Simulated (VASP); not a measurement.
# Ca (P6_3/mmc) in VASP: notebook

Ca is run at these levels: PBEsol; tasks: single point.

All numbers are computed with VASP 6.6.1; they aren't measurements. Logs are shortened: lines on timing, memory, paths and dates and some standing lists are left out, and cuts for length are marked.

### 1 The cell of the first run

It takes space group P6_3/mmc (No. 194, hexagonal). Conventional cell: a = 3.955 Å, b = 3.955 Å, c = 12.985 Å, α = 90.00°, β = 90.00°, γ = 120.00°. Ca (site symmetry -3m) has 12 Ca at 3.95 to 3.97 Å within 5.2 Å. Within 5.2 Å of Ca (site symmetry -6m2) lie 12 Ca at 3.95 to 3.97 Å.

This isn't the form of Ca at room conditions, which is fcc.

### 2 Single point, PBEsol (43.97 Å³/atom)

INCAR reads:

```
SYSTEM = Ca
ALGO = Normal ; EDIFF = 1E-7
ENCUT = 520 ; GGA = PS
ISIF = 2 ; ISMEAR = -1
LASPH = .True. ; LCHARG = .False.
LREAL = .False. ; LWAVE = .False.
NBANDS = 28 ; NELM = 80
PREC = Accurate ; SIGMA = 0.1
```

KPOINTS reads:

```
k-points
0
Gamma
  11 11 3
  0 0 0
```

POSCAR reads:

```
Ca
1.0
    3.9547900326      0.0000000000      0.0000000000
   -1.9773950163      3.4249486348      0.0000000000
    0.0000000000      0.0000000000     12.9845642958
Ca
4
Direct
    1.0000000000      0.0000000000      1.0000000000
    1.0000000000      0.0000000000      0.5000000000
    0.3333333333      0.6666666667      0.2500000000
    0.6666666667      0.3333333333      0.7500000000
```

Potentials or basis: VASP PAW PBE potentials, release 64 (Ca_sv).

Command:

```sh
$ cat potpaw_PBE.64/Ca_sv/POTCAR > POTCAR
$ mpirun -np 1 vasp_std > vasp.out
```

OUTCAR:

```text
SYSTEM = Ca
   EDIFF = 1E-7
   ENCUT = 520
   GGA = PS
   ISIF = 2
   ISMEAR = -1
   LASPH = .True.
   LREAL = .False.
   NELM = 80
   PREC = Accurate

 ion  position               nearest neighbor table
   1  0.000  0.000  0.000-
   2  0.000  0.000  0.500-
   3  0.333  0.667  0.250-
   4  0.667  0.333  0.750-

  LATTYP: Found a hexagonal cell.
 ALAT       =     3.9547900326
 C/A-ratio  =     3.2832499801

  Lattice vectors:

 A1 = (   3.9547900326,   0.0000000000,   0.0000000000)
 A2 = (  -1.9773950163,   3.4249486348,   0.0000000000)
 A3 = (   0.0000000000,   0.0000000000,  12.9845642958)

Analysis of symmetry for initial positions (statically):
=====================================================================
 Subroutine PRICEL returns:
 Original cell was already a primitive cell.

 Routine SETGRP: Setting up the symmetry group for a
 hexagonal supercell.

 Subroutine GETGRP returns: Found 24 space group operations
 (whereof 12 operations were pure point group operations)
 out of a pool of 24 trial point group operations.

The static configuration has the point symmetry D_3d.
 The point group associated with its full space group is D_6h.

Analysis of symmetry for dynamics (positions and initial velocities):
=====================================================================
 Subroutine PRICEL returns:
 Original cell was already a primitive cell.

 Routine SETGRP: Setting up the symmetry group for a
 hexagonal supercell.

 Subroutine GETGRP returns: Found 24 space group operations
 (whereof 12 operations were pure point group operations)
 out of a pool of 24 trial point group operations.

The dynamic configuration has the point symmetry D_3d.
 The point group associated with its full space group is D_6h.

 Subroutine INISYM returns: Found 24 space group operations
 (whereof 12 operations are pure point group operations),
 and found     1 'primitive' translations

----------------------------------------------------------------------------------------

                                     Primitive cell

  volume of cell :     175.8753

  direct lattice vectors                    reciprocal lattice vectors
     3.954790033  0.000000000  0.000000000     0.252857925  0.145987591  0.000000000
    -1.977395016  3.424948635  0.000000000     0.000000000  0.291975182  0.000000000
     0.000000000  0.000000000 12.984564296     0.000000000  0.000000000  0.077014521

  length of vectors
     3.954790033  3.954790033 12.984564296     0.291975182  0.291975182  0.077014521

  position of ions in fractional coordinates (direct lattice)
     0.000000000  0.000000000  0.000000000
     0.000000000  0.000000000  0.500000000
     0.333333333  0.666666667  0.250000000
     0.666666667  0.333333333  0.750000000

  ion indices of the primitive-cell ions
   primitive index   ion index
                 1           1
                 2           2
                 3           3
                 4           4

----------------------------------------------------------------------------------------

 KPOINTS: k-points

Automatic generation of k-mesh.
 Grid dimensions read from file:
 generate k-points for:   11   11    3

 Generating k-lattice:

  Cartesian coordinates                     Fractional coordinates (reciprocal lattice)
     0.022987084  0.013271599  0.000000000     0.090909091  0.000000000  0.000000000
     0.000000000  0.026543198  0.000000000     0.000000000  0.090909091  0.000000000
     0.000000000  0.000000000  0.025671507     0.000000000  0.000000000  0.333333333

  Length of vectors
     0.026543198  0.026543198  0.025671507

  Shift w.r.t. Gamma in fractional coordinates (k-lattice)
     0.000000000  0.000000000  0.000000000

 Subroutine IBZKPT returns following result:
 ===========================================

 Found     32 irreducible k-points:

 Following reciprocal coordinates:
            Coordinates               Weight
  0.000000  0.000000  0.000000      1.000000
  0.090909 -0.000000  0.000000      6.000000
  0.181818 -0.000000  0.000000      6.000000
  0.272727 -0.000000  0.000000      6.000000
  0.363636  0.000000  0.000000      6.000000
  0.454545  0.000000  0.000000      6.000000
[... 16 lines left out ...]
  0.090909  0.090909  0.333333     12.000000
  0.181818  0.090909  0.333333     24.000000
 [... further k-points ...]
   k-points           NKPTS =     32   k-points in BZ     NKDIM =     32   number of bands    NBANDS=     28
   number of dos      NEDOS =    301   number of ions     NIONS =      4
   total plane-waves  NPLWV =  88200
   dimension x,y,z NGX =    30 NGY =   30 NGZ =   98
   dimension x,y,z NGXF=    60 NGYF=   60 NGZF=  196
   ions per type =               4
   NGX,Y,Z   is equivalent  to a cutoff of  12.61, 12.61, 12.55 a.u.
   NGXF,Y,Z  is equivalent  to a cutoff of  25.22, 25.22, 25.09 a.u.
 SYSTEM =  Ca
   PREC   = accura    normal or accurate (medium, high low for compatibility)
   ISTART =      0    job   : 0-new  1-cont  2-samecut
   ICHARG =      2    charge: 1-file 2-atom 10-const
   ISPIN  =      1    spin polarized calculation?
   LNONCOLLINEAR =      F non collinear calculations
   LSORBIT =      F    spin-orbit coupling
   LASPH  =      T    aspherical Exc in radial PAW
   ENCUT  =  520.0 eV  38.22 Ry    6.18 a.u.   7.35  7.35 24.14*2*pi/ulx,y,z
   NELM   =     80;   NELMIN=  2; NELMDL= -5     # of ELM steps
   EDIFF  = 0.1E-06   stopping-criterion for ELM
   LREAL  =      F    real-space projection
   EDIFFG = 0.1E-05   stopping-criterion for IOM
   NSW    =      0    number of steps for IOM
   IBRION =     -1    ionic relax: 0-MD 1-quasi-New 2-CG
   NFREE  =      0    steps in history (QN), initial steepest desc. (CG)
   ISIF   =      2    stress and relaxation
   ISYM   =      2    0-nonsym 1-usesym 2-fastsym
   POTIM  = 0.5000    time-step for ionic-motion
   TEBEG  =    0.0;   TEEND  =   0.0 temperature during run
   PSTRESS=    0.0 pullay stress
   NELECT =      40.0000    total number of electrons
   NUPDOWN=      -1.0000    fix difference up-down
   EMIN   =  10.00;   EMAX   =-10.00  energy-range for DOS
   EFERMI =   0.00;   METHOD = LEGACY
   ISMEAR =    -1;   SIGMA  =   0.10  broadening in eV -4-tet -1-fermi 0-gaus
   EFERMI_NEDOS =   21; number of points for ismear=-14 and -15
   IALGO  =     38    algorithm
   IMIX   =      4    mixing-type and parameters
     AMIX     =   0.40;   BMIX     =  1.00
     AMIX_MAG =   1.60;   BMIX_MAG =  1.00
  volume/ion in A,a.u.               =      43.97       296.72
  Fermi-wavevector in a.u.,A,eV,Ry     =   0.999294  1.888392 13.586617  0.998588
  Thomas-Fermi vector in A             =   2.131574
   LORBIT       =      0    0 simple, 1 ext, 2 COOP (PROOUT), +10 PAW based schemes
   GGA     = PS    functional components
   LHFCALC =     F    Hartree Fock is set to
   AEXX    =    0.0000 exact exchange contribution
   IVDW    =     0    specifies the selected vdW correction
   LEPSILON=     F    determine dielectric tensor
   LRPA    =     F    only Hartree local field effects (RPA)
 non-spin polarized calculation
  energy-cutoff  :      520.00
  volume of cell :      175.88
 maximum number of plane-waves:      4788
 NGX is ok and might be reduce to    30
   NGX = 15   NGY = 15   NGZ = 49

 number of electron      39.9999989 magnetization

 Free energy of the ion-electron system (eV)
  ---------------------------------------------------
  ext. energy  EPLUGINS =         0.00000000
  ---------------------------------------------------
  free energy    TOTEN  =        -8.55996784 eV

  energy without entropy =       -8.39094691  energy(sigma->0) =       -8.47545737

 E-fermi :   1.7457     XC(G=0):  -7.6800

 val. band max:        1.7434368312   @ k =   0.3636   0.2727   0.0000
 cond. band min:       1.7504353641   @ k =   0.4545   0.0909   0.0000
 fundamental gap:      0.0069985330
 Fermi energy:         1.7456773369

 k-point     1 :       0.0000    0.0000    0.0000
  band No.  band energies     occupation
      1     -40.1922      2.00000
      2     -40.1889      2.00000
      3     -40.1828      2.00000
      4     -40.1795      2.00000
      5     -21.3052      2.00000
      6     -21.2481      2.00000
[... 20 lines left out ...]
     27       3.9737      0.00000
     28       3.9910      0.00000

 k-point     2 :       0.0909   -0.0000    0.0000
  band No.  band energies     occupation
      1     -40.1914      2.00000
      2     -40.1882      2.00000
      3     -40.1822      2.00000
      4     -40.1790      2.00000
      5     -21.3021      2.00000
      6     -21.2489      2.00000
[... 20 lines left out ...]
     27       4.0093      0.00000
     28       4.0396      0.00000

 k-point     3 :       0.1818   -0.0000    0.0000
  band No.  band energies     occupation
      1     -40.1892      2.00000
      2     -40.1866      2.00000
      3     -40.1805      2.00000
      4     -40.1779      2.00000
      5     -21.2932      2.00000
      6     -21.2544      2.00000
[... 20 lines left out ...]
     27       3.9996      0.00000
     28       4.1909      0.00000

 k-point     4 :       0.2727   -0.0000    0.0000
  band No.  band energies     occupation
      1     -40.1863      2.00000
      2     -40.1844      2.00000
      3     -40.1784      2.00000
      4     -40.1764      2.00000
      5     -21.2823      2.00000
      6     -21.2711      2.00000
[... 578 lines left out ...]
     27       3.4634      0.00000
     28       3.6888      0.00000

 k-point    23 :       0.0909    0.0909    0.3333
  band No.  band energies     occupation
      1     -40.1893      2.00000
      2     -40.1880      2.00000
      3     -40.1802      2.00000
      4     -40.1788      2.00000
      5     -21.2899      2.00000
      6     -21.2733      2.00000
[... 20 lines left out ...]
     27       3.9773      0.00000
     28       4.0559      0.00000

 k-point    24 :       0.1818    0.0909    0.3333
  band No.  band energies     occupation
      1     -40.1869      2.00000
      2     -40.1859      2.00000
      3     -40.1785      2.00000
      4     -40.1774      2.00000
      5     -21.2824      2.00000
      6     -21.2743      2.00000
[... 20 lines left out ...]
     27       3.8499      0.00000
     28       3.9484      0.00000

 [... further k-points ...]
[... 5 lines left out ...]
  --------------------------------------------------------------------------------------
  -------------------------------------------------------------------------------------
  Total       -1.3064445     -1.3064445     -1.3752379      0.0000000      0.0000000      0.0000000
  in kB      -11.9013623    -11.9013623    -12.5280517      0.0000000      0.0000000      0.0000000
  external PRESSURE =     -12.1102588 kB  Pullay stress =       0.0000000 kB

 VOLUME and BASIS-vectors are now :
 -----------------------------------------------------------------------------
  energy-cutoff  :      520.00
  volume of cell :      175.88
      direct lattice vectors                 reciprocal lattice vectors
     3.954790033  0.000000000  0.000000000     0.252857925  0.145987591  0.000000000
    -1.977395016  3.424948635  0.000000000     0.000000000  0.291975182  0.000000000
     0.000000000  0.000000000 12.984564296     0.000000000  0.000000000  0.077014521

 POSITION                                       TOTAL-FORCE (eV/Angst)
 -----------------------------------------------------------------------------------
      0.00000      0.00000      0.00000        -0.000000      0.000000     -0.000000
      0.00000      0.00000      6.49228        -0.000000      0.000000     -0.000000
     -0.00000      2.28330      3.24614         0.000000     -0.000000      0.000000
      1.97740      1.14165      9.73842        -0.000000      0.000000      0.000000
 -----------------------------------------------------------------------------------
    total drift:                               -0.000000      0.000000      0.000000

  FREE ENERGIE OF THE ION-ELECTRON SYSTEM (eV)
  ---------------------------------------------------
  free  energy   TOTEN  =        -8.5599678380 eV

  energy  without entropy=       -8.3909469084  energy(sigma->0) =       -8.47545737
```

Run time: 4.4 min. Hardware: 1 thread of Oxide Virtual Turin-like, shared host; peak memory 0.31 GiB.

Results:

```yaml
Free_energy: -8.5600 eV
Pressure: -1.2 GPa
Band_gap_on_the_k_mesh: zero (bands 20 and 21 overlap by 0.42 eV)
```

Caveat: the PAW data sets were made with another functional, which shifts forces and pressure a little.

[end of part 1 of 2]
